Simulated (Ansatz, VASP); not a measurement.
One calculation of Nb, two programs

```xyz
5
Lattice="3.5086 2.0257 2.4901 -3.5086 2.0257 2.4901 0.0000 -4.0514 2.4901" Properties=species:S:1:pos:R:3 pbc="T T T"
Nb   -2.7064    0.6363    2.4901
Nb    1.9042    2.0257    2.4901
Nb    0.8022   -2.6619    2.4901
Nb    0.0000    0.0000    2.4532
Nb    0.0000    0.0000    5.0171
```

Alike in both runs: functional PBE; k mesh 6 × 6 × 6; occupations gaussian, width 0.1 eV; no spin polarisation.

Ansatz relaxed the structure, and its values are those at the end. VASP's run is a single point on that final structure, the one shown.

|  | VASP | Ansatz |
| --- | --- | --- |
| version | VASP 6.6.1 | Ansatz 0.2.0 |
| potentials or method | VASP PAW PBE potentials, release 64 (Nb_sv), cutoff 520 eV | scalar-relativistic, plane waves, PAW |
| valence electrons in the cell | 65 | 65 |

VASP gave:

| Property | Result |
| --- | --- |
| gap on the k mesh at the Fermi level (eV) | none |
| pressure (GPa) | -0.1 |
| rms of the force components (eV/Å) | 0.011 |

Which values does Ansatz return?

gap on the k mesh at the Fermi level (eV): none; pressure (GPa): 0.0; rms of the force components (eV/Å): 0.006.

A gap of «none» marks a metal or a gap that the smearing closes.
